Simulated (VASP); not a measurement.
# Al2Pt (Fm-3m) in VASP: notebook

Al2Pt is run at these levels: PBEsol, PBE; tasks: relaxation of cell and atoms, single point.

Everything below comes from runs of VASP 6.6.1. Logs are shortened: lines on timing, memory, paths and dates and some standing lists are left out, and cuts for length are marked.

## 1. The cell of the first run

Symmetry: Fm-3m, No. 225, cubic system. Conventional cell: a = 5.910 Å, b = 5.910 Å, c = 5.910 Å, α = 90.00°, β = 90.00°, γ = 90.00°. Pt (site symmetry m-3m) has 8 Al at 2.56 Å within 3.4 Å. Al (site symmetry -43m) has 4 Pt at 2.56 Å and 6 Al at 2.96 Å within 3.4 Å.

## 2. Relaxation of cell and atoms, PBEsol, target pressure 20 GPa, at which the enthalpy is minimised

INCAR reads:

```
SYSTEM = Al2Pt
ALGO = Normal
EDIFF = 1E-6
EDIFFG = -0.01
ENCUT = 600
GGA = PS
IBRION = 2
ISIF = 3
ISMEAR = -1
LASPH = .True.
LCHARG = .False.
LREAL = .False.
LWAVE = .False.
NELM = 100
NSW = 80
PREC = Accurate
PSTRESS = 200.0
SIGMA = 0.05
```

KPOINTS reads:

```
k-points
0
Gamma
  8 8 8
  0 0 0
```

POSCAR reads:

```
Al2Pt
1.0
    0.0000000000      2.9550000000      2.9550000000
    2.9550000000      0.0000000000      2.9550000000
    2.9550000000      2.9550000000      0.0000000000
Pt Al
1 2
Direct
    0.0000000000      0.0000000000      0.0000000000
    0.7500000000      0.7500000000      0.7500000000
    0.2500000000      0.2500000000      0.2500000000
```

Potentials or basis: VASP PAW PBE potentials, release 64 (Pt, Al).

Started as:

```bash
$ cat potpaw_PBE.64/Pt/POTCAR potpaw_PBE.64/Al/POTCAR > POTCAR
$ mpirun -np 1 vasp_std > vasp.out
```

OUTCAR:

```text
SYSTEM = Al2Pt
   EDIFF = 1E-6
   EDIFFG = -0.01
   ENCUT = 600
   GGA = PS
   IBRION = 2
   ISIF = 3
   ISMEAR = -1
   LASPH = .True.
   LREAL = .False.
   NELM = 100
   NSW = 80
   PREC = Accurate
   PSTRESS = 200.0

 ion  position               nearest neighbor table
   1  0.000  0.000  0.000-   2 2.56   2 2.56   2 2.56   2 2.56   3 2.56   3 2.56   3 2.56   3 2.56

   2  0.750  0.750  0.750-   1 2.56   1 2.56   1 2.56   1 2.56   3 2.96   3 2.96   3 2.96   3 2.96
                             3 2.96   3 2.96
   3  0.250  0.250  0.250-   1 2.56   1 2.56   1 2.56   1 2.56   2 2.96   2 2.96   2 2.96   2 2.96
                             2 2.96   2 2.96

  LATTYP: Found a face centered cubic cell.
 ALAT       =     5.9100000000

  Lattice vectors:

 A1 = (   0.0000000000,   2.9550000000,   2.9550000000)
 A2 = (   2.9550000000,   0.0000000000,   2.9550000000)
 A3 = (   2.9550000000,   2.9550000000,   0.0000000000)

Analysis of symmetry for initial positions (statically):
=====================================================================
 Subroutine PRICEL returns:
 Original cell was already a primitive cell.

 Routine SETGRP: Setting up the symmetry group for a
 face centered cubic supercell.

 Subroutine GETGRP returns: Found 48 space group operations
 (whereof 48 operations were pure point group operations)
 out of a pool of 48 trial point group operations.

The static configuration has the point symmetry O_h .

Analysis of symmetry for dynamics (positions and initial velocities):
=====================================================================
 Subroutine PRICEL returns:
 Original cell was already a primitive cell.

 Routine SETGRP: Setting up the symmetry group for a
 face centered cubic supercell.

 Subroutine GETGRP returns: Found 48 space group operations
 (whereof 48 operations were pure point group operations)
 out of a pool of 48 trial point group operations.

The dynamic configuration has the point symmetry O_h .

 Subroutine INISYM returns: Found 48 space group operations
 (whereof 48 operations are pure point group operations),
 and found     1 'primitive' translations

----------------------------------------------------------------------------------------

                                     Primitive cell

  volume of cell :      51.6063

  direct lattice vectors                    reciprocal lattice vectors
     0.000000000  2.955000000  2.955000000    -0.169204738  0.169204738  0.169204738
     2.955000000  0.000000000  2.955000000     0.169204738 -0.169204738  0.169204738
     2.955000000  2.955000000  0.000000000     0.169204738  0.169204738 -0.169204738

  length of vectors
     4.179001077  4.179001077  4.179001077     0.293071203  0.293071203  0.293071203

[... 97 lines left out ...]
   ISMEAR =    -1;   SIGMA  =   0.05  broadening in eV -4-tet -1-fermi 0-gaus
   EFERMI_NEDOS =   21; number of points for ismear=-14 and -15
   IALGO  =     38    algorithm
   IMIX   =      4    mixing-type and parameters
     AMIX     =   0.40;   BMIX     =  1.00
     AMIX_MAG =   1.60;   BMIX_MAG =  1.00
  volume/ion in A,a.u.               =      17.20       116.09
  Fermi-wavevector in a.u.,A,eV,Ry     =   1.108019  2.093853 16.703966  1.227707
  Thomas-Fermi vector in A             =   2.244541
   LORBIT       =      0    0 simple, 1 ext, 2 COOP (PROOUT), +10 PAW based schemes
   GGA     = PS    functional components
   LHFCALC =     F    Hartree Fock is set to
   AEXX    =    0.0000 exact exchange contribution
   IVDW    =     0    specifies the selected vdW correction
   LEPSILON=     F    determine dielectric tensor
   LRPA    =     F    only Hartree local field effects (RPA)
 conjugate gradient relaxation of ions
 non-spin polarized calculation
  energy-cutoff  :      600.00
  volume of cell :       51.61
 maximum number of plane-waves:      1759
 NGX is ok and might be reduce to    36
   NGX = 17   NGY = 17   NGZ = 17

--------------------------------------- Ionic step        1  -------------------------------------------

 number of electron      16.0000000 magnetization

 Free energy of the ion-electron system (eV)
  ---------------------------------------------------
  ext. energy  EPLUGINS =         0.00000000
  ---------------------------------------------------
  free energy    TOTEN  =       -17.75502912 eV

  energy without entropy =      -17.74260983  energy(sigma->0) =      -17.74881947

------------------------ aborting loop because EDIFF is reached ----------------------------------------

  FORCE on cell =-STRESS in cart. coord.  units (eV):
  Direction    XX          YY          ZZ          XY          YZ          ZX
  --------------------------------------------------------------------------------------
  -------------------------------------------------------------------------------------
  Total       -0.2982390     -0.2982390     -0.2982390     -0.0000000     -0.0000000      0.0000000
  in kB       -9.2591806     -9.2591806     -9.2591806     -0.0000000     -0.0000000      0.0000000
  external PRESSURE =    -209.2591806 kB  Pullay stress =     200.0000000 kB
[... 26 lines left out ...]
--------------------------------------- Ionic step        2  -------------------------------------------

 number of electron      16.0000000 magnetization

 E-fermi :  12.6974     XC(G=0): -12.4100

 val. band max:       12.6930401598   @ k =  -0.3750   0.1250   0.0000
 cond. band min:      12.7319353125   @ k =   0.3750   0.2500   0.0000
 fundamental gap:      0.0388951527
 Fermi energy:        12.6974106041

 k-point     1 :       0.0000    0.0000    0.0000
  band No.  band energies     occupation
      1      -0.3786      2.00000
      2       5.4006      2.00000
      3       5.4006      2.00000
      4       5.4006      2.00000
      5       7.1223      2.00000
      6       7.1223      2.00000
      7      16.5274      0.00000
      8      16.5274      0.00000
      9      16.5274      0.00000
     10      18.4918      0.00000
     11      20.4715      0.00000
     12      20.4715      0.00000
[... 539 lines left out ...]
--------------------------------------- Ionic step        7  -------------------------------------------

 number of electron      16.0000000 magnetization

 Free energy of the ion-electron system (eV)
  ---------------------------------------------------
  ext. energy  EPLUGINS =         0.00000000
  ---------------------------------------------------
  free energy    TOTEN  =       -17.44933585 eV

  energy without entropy =      -17.43808824  energy(sigma->0) =      -17.44371204

 E-fermi :   9.2691     XC(G=0): -11.3440

 val. band max:        9.2295038988   @ k =   0.3750   0.2500   0.0000
 cond. band min:       9.2980029616   @ k =  -0.3750   0.1250   0.0000
 fundamental gap:      0.0684990628
 Fermi energy:         9.2690795865

 k-point     1 :       0.0000    0.0000    0.0000
  band No.  band energies     occupation
      1      -1.8387      2.00000
      2       3.5556      2.00000
      3       3.5556      2.00000
      4       3.5556      2.00000
      5       5.0467      2.00000
      6       5.0467      2.00000
      7      13.1507      0.00000
      8      13.1507      0.00000
      9      13.1507      0.00000
     10      13.2035      0.00000
     11      15.4172      0.00000
     12      15.4172      0.00000
[... 379 lines left out ...]
  energy  without entropy=      -17.4380882366  energy(sigma->0) =      -17.44371204

  enthalpy is  TOTEN    =       -11.7309516050 eV   P V=        5.7183842430

 reached required accuracy - stopping structural energy minimisation
```

OSZICAR:

```text
N       E                     dE             d eps       ncg     rms          rms(c)
DAV:   1     0.564477709566E+02    0.56448E+02   -0.73416E+03   696   0.128E+03
DAV:   2    -0.160109852915E+02   -0.72459E+02   -0.65296E+02   812   0.201E+02
DAV:   3    -0.183808495578E+02   -0.23699E+01   -0.23251E+01   856   0.349E+01
DAV:   4    -0.184027550081E+02   -0.21905E-01   -0.21895E-01   864   0.397E+00
[... 53 lines left out ...]
       N       E                     dE             d eps       ncg     rms          rms(c)
DAV:   1    -0.174495053092E+02    0.60286E-02   -0.25374E-03   756   0.546E-01    0.880E-02
DAV:   2    -0.174493413561E+02    0.16395E-03   -0.81968E-04   760   0.309E-01    0.192E-02
DAV:   3    -0.174493363452E+02    0.50109E-05   -0.25191E-05   732   0.554E-02    0.679E-03
DAV:   4    -0.174493358480E+02    0.49718E-06   -0.33967E-06   720   0.109E-02
   7 F= -.11730952E+02 E0= -.11725328E+02  d E =-.857045E-05
```

CONTCAR:

```text
Al2Pt
   1.00000000000000
    -0.0000000000000000    2.8399322206633442    2.8399322206633442
     2.8399322206633442   -0.0000000000000000    2.8399322206633442
     2.8399322206633442    2.8399322206633442   -0.0000000000000000
  Pt              Al
     1     2
Direct
     0.0000000000000000    0.0000000000000000    0.0000000000000000
     0.7500000000000000    0.7500000000000000    0.7500000000000000
     0.2500000000000000    0.2500000000000000    0.2500000000000000

  0.00000000E+00  0.00000000E+00  0.00000000E+00
  0.00000000E+00  0.00000000E+00  0.00000000E+00
  0.00000000E+00  0.00000000E+00  0.00000000E+00
```

Wall time 2.6 min (1 thread of Intel Xeon 8259CL, shared host); peak memory 0.23 GiB.

Results:

| Quantity | Value |
| --- | --- |
| Free energy | -17.4493 eV |
| Relaxed volume | 15.27 Å³/atom |
| Relaxed cell | a = 4.016 Å, b = 4.016 Å, c = 4.016 Å, α = 60.00°, β = 60.00°, γ = 60.00° |
| Space group after relaxing (to 0.05 Å) | Fm-3m (No. 225) |
| Energy change on relaxing (the enthalpy is what falls) | +101.9 meV/atom |
| Ionic steps | 7 |
| Pressure after relaxing | 20.0 GPa |
| Band gap on the k mesh | zero (band 8 reaches 13.15 eV, above the bottom of band 9 at 7.44 eV) |

Step by step:
```
step  energy change (eV)  largest force (eV/Å)  pressure (GPa)  volume (Å³)
   1              0.0000                0.0000           -0.93        51.61
   2              3.3026                0.0000           97.24        36.58
   3              0.2600                0.0000           18.17        46.19
   4              0.2954                0.0000           19.59        45.89
   5              0.3090                0.0000           20.14        45.78
   6              0.2995                0.0000           19.74        45.86
   7              0.3057                0.0000           19.97        45.81
```

Final structure:
```
Pt Al
1.0
     0.00000    2.83993    2.83993
     2.83993    0.00000    2.83993
     2.83993    2.83993    0.00000
Pt Al
1 2
Direct
  0.00000 0.00000 0.00000
  0.75000 0.75000 0.75000
  0.25000 0.25000 0.25000
```

Levels at points of the mesh, in eV from the Fermi level:
| k point | band 5 | band 6 | band 7 | band 8 | band 9 | band 10 | band 11 | band 12 |
| --- | --- | --- | --- | --- | --- | --- | --- | --- |
| (0.00, 0.00, 0.00) | -4.22 | -4.22 | 3.88 | 3.88 | 3.88 | 3.93 | 6.15 | 6.15 |
| (0.50, 0.00, 0.00) | -4.11 | -3.94 | -3.94 | 1.04 | 1.04 | 3.96 | 5.69 | 5.69 |
| (0.50, 0.50, 0.00) | -4.25 | -3.80 | -3.60 | -1.83 | -1.83 | 3.52 | 4.05 | 8.12 |

Caveat: the cell is relaxed towards a set pressure, so the enthalpy falls and the energy may rise; the PAW data sets were made with another functional, which shifts forces and pressure a little; spin-orbit coupling is left out, which moves the levels of the heavy elements.

[end of part 1 of 3]
